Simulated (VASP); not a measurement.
A run of VASP 6.6.1 is set up as follows.

INCAR

```
SYSTEM = Cd
PREC = Accurate
ENCUT = 520
EDIFF = 1E-7
ISMEAR = 0
SIGMA = 0.15
LREAL = .FALSE.
LASPH = .TRUE.
NELM = 80
ALGO = Fast
ISIF = 2
LWAVE = .FALSE.
LCHARG = .FALSE.
GGA = PS
NBANDS = 19
```

Contents of KPOINTS:

```
Automatic mesh
0
G
  18 18 8
  0 0 0
```

The input POSCAR:

```
Cd
1.0
    2.9044006954      0.0000000000      0.0000000000
   -1.4522003477      2.5152847850      0.0000000000
    0.0000000000      0.0000000000      5.6176500000
Cd
2
Direct
    0.3333333333      0.6666666667      0.2500000000
    0.6666666667      0.3333333333      0.7500000000
```

Potentials or basis: VASP PAW PBE potentials, release 64 (Cd).

The run is started by

```sh
$ cat potpaw_PBE.64/Cd/POTCAR > POTCAR
$ mpirun -np 1 vasp_std > vasp.out
```

Problem. Predict the band gap on the k mesh.

Solution. Zero (bands 12 and 13 overlap by 4.98 eV).

Problem. Predict the pressure.

Solution. 2.6 GPa.

Stress tensor (GPa, compression positive):
```
3.35 0.00 0.00
0.00 3.35 0.00
0.00 0.00 1.10
```

Caveat: the cell differs from its parent crystal (strain -0.025 along x and y, +0.000 along z); the PAW data sets were made with another functional, which shifts forces and pressure a little.
